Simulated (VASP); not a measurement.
# Ta3HC5 in VASP: relaxation of the atoms with PBEsol

Aim: the relaxation of the atoms of Ta3HC5 with PBEsol.

All numbers are computed with VASP 6.6.1; they aren't measurements. Logs are shortened: lines on timing, memory, paths and dates and some standing lists are left out, and cuts for length are marked.

### 1 The cell of the first run

The cell holds a slab with vacuum, 9 atoms: a = 3.139 Å, b = 3.139 Å, c = 27.790 Å, α = 90.00°, β = 90.00°, γ = 120.00°.

### 2 Relaxation of the atoms, PBEsol

File INCAR:

```
SYSTEM = Ta3HC5
  PREC = Accurate
  ENCUT = 520
  EDIFF = 1E-7
  ISMEAR = 0
  SIGMA = 0.1
  LREAL = .FALSE.
  LASPH = .TRUE.
  NELM = 120
  ALGO = Normal
  ISIF = 2
  LWAVE = .FALSE.
  LCHARG = .FALSE.
  LDIPOL = .TRUE.
  IDIPOL = 3
  DIPOL = 0.5 0.5 0.488
  GGA = PS
  IBRION = 2
  NSW = 90
  EDIFFG = -0.03
  GGA_COMPAT = .FALSE.
  NELMIN = 4
  NELMDL = -8
```

File KPOINTS:

```
Automatic mesh
0
G
  9 9 1
  0 0 0
```

File POSCAR:

```
Ta3HC5
1.0
    3.1393032032      0.0000000000      0.0000000000
   -1.5696516016      2.7187163241      0.0000000000
    0.0000000000      0.0000000000     27.7896909957
C Ta H
5 3 1
Selective dynamics
Direct
    0.3333333333      0.6666666667      0.3058688203  F F F
    0.0000000000      0.0000000000      0.3981055541  F F F
    0.6666666667      0.3333333333      0.4889488634  T T T
    0.3333333333      0.6666666667      0.5762143630  T T T
    0.8333333333      0.6666666667      0.6229943002  T T T
    0.6666666667      0.3333333333      0.3519871871  F F F
    0.3333333333      0.6666666667      0.4450846308  T T T
    0.0000000000      0.0000000000      0.5403194621  T T T
    0.8333333333      0.6666666667      0.6625773240  T T T
```

Potentials or basis: VASP PAW PBE potentials, release 64 (C, Ta_pv, H).

Started as:

```bash
> cat potpaw_PBE.64/C/POTCAR potpaw_PBE.64/Ta_pv/POTCAR potpaw_PBE.64/H/POTCAR > POTCAR
> mpirun -np 1 vasp_std > vasp.out
```

OUTCAR:

```text
SYSTEM = Ta3HC5
   PREC = Accurate
   ENCUT = 520
   EDIFF = 1E-7
   ISMEAR = 0
   LREAL = .FALSE.
   LASPH = .TRUE.
   NELM = 120
   ISIF = 2
   GGA = PS
   IBRION = 2
   NSW = 90
   EDIFFG = -0.03
   NELMIN = 4
   NELMDL = -8

 ion  position               nearest neighbor table
   1  0.333  0.667  0.306-   6 2.22   6 2.22   6 2.22
   2  0.000  0.000  0.398-   6 2.22   6 2.22   6 2.22   7 2.23   7 2.23   7 2.23
   3  0.667  0.333  0.489-   7 2.18   7 2.18   7 2.18   8 2.31   8 2.31   8 2.31
   4  0.333  0.667  0.576-   5 2.04   5 2.04   8 2.07   8 2.07   8 2.07
   5  0.833  0.667  0.623-   9 1.10   4 2.04   4 2.04   8 2.47
   6  0.667  0.333  0.352-   1 2.22   1 2.22   1 2.22   2 2.22   2 2.22   2 2.22   7 3.16   7 3.16
                             7 3.16
   7  0.333  0.667  0.445-   3 2.18   3 2.18   3 2.18   2 2.23   2 2.23   2 2.23   6 3.16   6 3.16
                             6 3.16   8 3.21   8 3.21   8 3.21
   8  0.000  0.000  0.540-   4 2.07   4 2.07   4 2.07   3 2.31   3 2.31   3 2.31   5 2.47   7 3.21
                             7 3.21   7 3.21
   9  0.833  0.667  0.663-   5 1.10

  LATTYP: Found a hexagonal cell.
 ALAT       =     3.1393032032
 C/A-ratio  =     8.8521844489

  Lattice vectors:

 A1 = (   3.1393032032,   0.0000000000,   0.0000000000)
 A2 = (  -1.5696516016,   2.7187163241,   0.0000000000)
 A3 = (   0.0000000000,   0.0000000000,  27.7896909957)

Analysis of symmetry for initial positions (statically):
=====================================================================
 Subroutine PRICEL returns:
 Original cell was already a primitive cell.

 Routine SETGRP: Setting up the symmetry group for a
 hexagonal supercell.

 Subroutine GETGRP returns: Found  2 space group operations
 (whereof  2 operations were pure point group operations)
 out of a pool of 24 trial point group operations.

The static configuration has the point symmetry C_1h.

Analysis of symmetry for dynamics (positions and initial velocities):
=====================================================================
 Subroutine PRICEL returns:
 Original cell was already a primitive cell.

 Routine SETGRP: Setting up the symmetry group for a
 hexagonal supercell.

 Subroutine GETGRP returns: Found  2 space group operations
 (whereof  2 operations were pure point group operations)
 out of a pool of 24 trial point group operations.

The dynamic configuration has the point symmetry C_1h.

Analysis of constrained symmetry for selective dynamics:
=====================================================================
 Subroutine PRICEL returns:
 Original cell was already a primitive cell.

 Routine SETGRP: Setting up the symmetry group for a
 hexagonal supercell.

 Subroutine GETGRP returns: Found  2 space group operations
 (whereof  2 operations were pure point group operations)
 out of a pool of 24 trial point group operations.

The constrained configuration has the point symmetry C_1h.

 Subroutine INISYM returns: Found  2 space group operations
 (whereof  2 operations are pure point group operations),
 and found     1 'primitive' translations

----------------------------------------------------------------------------------------

                                     Primitive cell

  volume of cell :     237.1815

  direct lattice vectors                    reciprocal lattice vectors
     3.139303203  0.000000000  0.000000000     0.318542025  0.183910324  0.000000000
    -1.569651602  2.718716324  0.000000000     0.000000000  0.367820648  0.000000000
     0.000000000  0.000000000 27.789690996     0.000000000  0.000000000  0.035984567

  length of vectors
     3.139303203  3.139303203 27.789690996     0.367820648  0.367820648  0.035984567

  position of ions in fractional coordinates (direct lattice)
     0.333333333  0.666666667  0.305868820
     0.000000000  0.000000000  0.398105554
     0.666666667  0.333333333  0.488948863
     0.333333333  0.666666667  0.576214363
     0.833333333  0.666666667  0.622994300
     0.666666667  0.333333333  0.351987187
[... 39 lines left out ...]

 Found     25 irreducible k-points:

 Following reciprocal coordinates:
            Coordinates               Weight
  0.000000  0.000000  0.000000      1.000000
  0.111111 -0.000000  0.000000      4.000000
  0.000000  0.111111  0.000000      2.000000
  0.222222  0.000000  0.000000      4.000000
  0.000000  0.222222  0.000000      2.000000
  0.333333  0.000000  0.000000      4.000000
[... 16 lines left out ...]
 -0.222222 -0.444444  0.000000      4.000000
  0.444444  0.333333  0.000000      4.000000
   k-points           NKPTS =     25   k-points in BZ     NKDIM =     25   number of bands    NBANDS=     32
   number of dos      NEDOS =    301   number of ions     NIONS =      9
   total plane-waves  NPLWV = 120960
   dimension x,y,z NGX =    24 NGY =   24 NGZ =  210
   dimension x,y,z NGXF=    48 NGYF=   48 NGZF=  420
   ions per type =               5   3   1
   NGX,Y,Z   is equivalent  to a cutoff of  12.71, 12.71, 12.56 a.u.
   NGXF,Y,Z  is equivalent  to a cutoff of  25.42, 25.42, 25.13 a.u.
 SYSTEM =  Ta3HC5
   PREC   = accura    normal or accurate (medium, high low for compatibility)
   ISTART =      0    job   : 0-new  1-cont  2-samecut
   ICHARG =      2    charge: 1-file 2-atom 10-const
   ISPIN  =      1    spin polarized calculation?
   LNONCOLLINEAR =      F non collinear calculations
   LSORBIT =      F    spin-orbit coupling
   LASPH  =      T    aspherical Exc in radial PAW
   ENCUT  =  520.0 eV  38.22 Ry    6.18 a.u.   5.84  5.84 51.67*2*pi/ulx,y,z
   NELM   =    120;   NELMIN=  4; NELMDL= -8     # of ELM steps
   EDIFF  = 0.1E-06   stopping-criterion for ELM
   LREAL  =      F    real-space projection
   EDIFFG = -.3E-01   stopping-criterion for IOM
   NSW    =     90    number of steps for IOM
   IBRION =      2    ionic relax: 0-MD 1-quasi-New 2-CG
   NFREE  =      1    steps in history (QN), initial steepest desc. (CG)
   ISIF   =      2    stress and relaxation
   ISYM   =      2    0-nonsym 1-usesym 2-fastsym
   POTIM  = 0.5000    time-step for ionic-motion
   TEBEG  =    0.0;   TEEND  =   0.0 temperature during run
   PSTRESS=    0.0 pullay stress
   NELECT =      54.0000    total number of electrons
   NUPDOWN=      -1.0000    fix difference up-down
   EMIN   =  10.00;   EMAX   =-10.00  energy-range for DOS
   EFERMI =   0.00;   METHOD = LEGACY
   ISMEAR =     0;   SIGMA  =   0.10  broadening in eV -4-tet -1-fermi 0-gaus
   EFERMI_NEDOS =   21; number of points for ismear=-14 and -15
   IALGO  =     38    algorithm
   IMIX   =      4    mixing-type and parameters
     AMIX     =   0.40;   BMIX     =  1.00
     AMIX_MAG =   1.60;   BMIX_MAG =  1.00
  volume/ion in A,a.u.               =      26.35       177.84
  Fermi-wavevector in a.u.,A,eV,Ry     =   0.999645  1.889055 13.596167  0.999290
  Thomas-Fermi vector in A             =   2.131949
   LORBIT       =      0    0 simple, 1 ext, 2 COOP (PROOUT), +10 PAW based schemes
   GGA     = PS    functional components
   LHFCALC =     F    Hartree Fock is set to
   AEXX    =    0.0000 exact exchange contribution
   IVDW    =     0    specifies the selected vdW correction
   LEPSILON=     F    determine dielectric tensor
   LRPA    =     F    only Hartree local field effects (RPA)
 conjugate gradient relaxation of ions
 non-spin polarized calculation
 Gauss-broadening in eV      SIGMA  =   0.10
  energy-cutoff  :      520.00
  volume of cell :      237.18
 maximum number of plane-waves:      6426
   NGX = 11   NGY = 11   NGZ =103

 dipolmoment           0.000000      0.000000      0.522738 electrons x Angstroem

--------------------------------------- Ionic step        1  -------------------------------------------

 number of electron      53.9999996 magnetization

 Free energy of the ion-electron system (eV)
  ---------------------------------------------------
  ext. energy  EPLUGINS =         0.00000000
  ---------------------------------------------------
  free energy    TOTEN  =       -83.01728242 eV

  energy without entropy =      -82.98984882  energy(sigma->0) =      -83.00356562

------------------------ aborting loop because EDIFF is reached ----------------------------------------

  FORCE on cell =-STRESS in cart. coord.  units (eV):
  Direction    XX          YY          ZZ          XY          YZ          ZX
  --------------------------------------------------------------------------------------
  -------------------------------------------------------------------------------------
  Total       -5.3679017      4.0074308     -9.8881316      0.0000000      2.5453852      0.0000000
  in kB      -36.2605397     27.0704666    -66.7949987      0.0000000     17.1942497      0.0000000
  external PRESSURE =     -25.3283572 kB  Pullay stress =       0.0000000 kB
[... 110 lines left out ...]
  FREE ENERGIE OF THE ION-ELECTRON SYSTEM (eV)
  ---------------------------------------------------
  free  energy   TOTEN  =       -84.8918722087 eV

  energy  without entropy=      -84.8667623056  energy(sigma->0) =      -84.87931726

[... ionic steps 4 to 44 ...]

--------------------------------------- Ionic step       45  -------------------------------------------

 number of electron      53.9999995 magnetization

------------------------ aborting loop because EDIFF is reached ----------------------------------------
[... 81 lines left out ...]
--------------------------------------- Ionic step       47  -------------------------------------------

 number of electron      53.9999995 magnetization

 dipolmoment           0.000000      0.000000     -0.147571 electrons x Angstroem

 Free energy of the ion-electron system (eV)
  ---------------------------------------------------
  ext. energy  EPLUGINS =         0.00000000
  ---------------------------------------------------
  free energy    TOTEN  =       -86.17166159 eV

  energy without entropy =      -86.14894544  energy(sigma->0) =      -86.16030351

 E-fermi :  -0.6967     XC(G=0):  -5.2504

 val. band max:       -0.6986574946   @ k =   0.4444   0.0000   0.0000
 cond. band min:      -0.6760664627   @ k =   0.4444   0.1111   0.0000
 fundamental gap:      0.0225910319
 Fermi energy:        -0.6967196891

 k-point     1 :       0.0000    0.0000    0.0000
  band No.  band energies     occupation
      1     -36.0657      2.00000
      2     -35.5802      2.00000
      3     -35.5781      2.00000
      4     -35.5763      2.00000
      5     -35.3812      2.00000
      6     -35.3241      2.00000
[... 829 lines left out ...]
     31       2.1365      0.00000
     32       2.3434      0.00000

 [... further k-points ...]

------------------------ aborting loop because EDIFF is reached ----------------------------------------

 vacuum level on the upper side and lower side of the slab       (xc-potential included)        -1.588         1.520

  FORCE on cell =-STRESS in cart. coord.  units (eV):
  Direction    XX          YY          ZZ          XY          YZ          ZX
  --------------------------------------------------------------------------------------
  -------------------------------------------------------------------------------------
  Total      -16.1441002      0.7401610     -3.2932634      0.0000000      0.1406457      0.0000000
  in kB     -109.0544901      4.9998377    -22.2462175      0.0000000      0.9500710      0.0000000
  external PRESSURE =     -42.1002900 kB  Pullay stress =       0.0000000 kB
[... 24 lines left out ...]
  FREE ENERGIE OF THE ION-ELECTRON SYSTEM (eV)
  ---------------------------------------------------
  free  energy   TOTEN  =       -86.1716615890 eV

  energy  without entropy=      -86.1489454356  energy(sigma->0) =      -86.16030351

 reached required accuracy - stopping structural energy minimisation

 vacuum level on the upper side and lower side of the slab         2.855         6.032
```

Run time: 1.7 h. Hardware: 1 thread of Intel Xeon Platinum 8488C (Sapphire Rapids), shared host; peak memory 0.47 GiB.

What came out:

| Property | Result |
| --- | --- |
| Free energy | -86.1717 eV |
| Energy gained by relaxing | 350.5 meV/atom |
| Ionic steps | 47 |
| Band gap on the k mesh | zero (bands 27 and 28 overlap by 0.07 eV) |

Step by step:
| step | energy change (eV) | largest force on free atoms (eV/Å) | pressure (GPa) |
| --- | --- | --- | --- |
| 1 | 0.0000 | 5.5010 | -2.53 |
| 3 | -1.8746 | 4.2086 | -6.05 |
| 5 | -2.5783 | 1.9707 | -5.68 |
| 7 | -2.7131 | 1.0716 | -5.39 |
| 9 | -2.8322 | 0.7520 | -5.14 |
| 11 | -2.9125 | 1.1928 | -4.66 |
| 13 | -2.9656 | 0.9036 | -4.26 |
| 15 | -3.0380 | 0.5875 | -4.29 |
| 17 | -3.0521 | 1.1754 | -4.33 |
| 19 | -3.0955 | 0.3762 | -4.29 |
| 21 | -3.1052 | 0.2532 | -4.24 |
| 23 | -3.1099 | 0.4718 | -4.23 |
| 25 | -3.1144 | 0.3512 | -4.19 |
| 27 | -3.1182 | 0.3738 | -3.99 |
| 29 | -3.1225 | 0.2855 | -4.07 |
| 31 | -3.1297 | 0.5654 | -4.14 |
| 33 | -3.1334 | 0.3814 | -4.15 |
| 35 | -3.1408 | 0.2558 | -4.19 |
| 37 | -3.1449 | 0.1317 | -4.14 |
| 39 | -3.1467 | 0.1972 | -4.02 |
| 41 | -3.1501 | 0.1254 | -4.09 |
| 43 | -3.1530 | 0.1051 | -4.16 |
| 45 | -3.1536 | 0.2267 | -4.20 |
| 47 | -3.1544 | 0.0283 | -4.21 |

Final structure:
```yaml
crystal:
  lattice:
    - [3.13930, 0.00000, 0.00000]
    - [-1.56965, 2.71872, 0.00000]
    - [0.00000, 0.00000, 27.78969]
  atoms:
    - { symbol: C, position: [0.33333, 0.66667, 0.30587] }
    - { symbol: C, position: [0.00000, 0.00000, 0.39811] }
    - { symbol: C, position: [0.66761, 0.33521, 0.49063] }
    - { symbol: C, position: [0.31973, 0.63947, 0.59021] }
    - { symbol: C, position: [0.88428, 0.76857, 0.61014] }
    - { symbol: Ta, position: [0.66667, 0.33333, 0.35199] }
    - { symbol: Ta, position: [0.33448, 0.66895, 0.44488] }
    - { symbol: Ta, position: [0.00192, 0.00384, 0.53543] }
    - { symbol: H, position: [0.98725, 0.97450, 0.64396] }
```

Levels at points of the mesh, in eV from the Fermi level:
```csv
k point,band 25,band 26,band 27,band 28,band 29,band 30
"(0.00, 0.00, 0.00)",-0.95,-0.92,0.04,0.19,0.55,0.69
```

Caveat: the PAW data sets were made with another functional, which shifts forces and pressure a little; spin-orbit coupling is left out, which moves the levels of the heavy elements.

The gap in the log of VASP goes by the Fermi energy; the results here count the filled bands.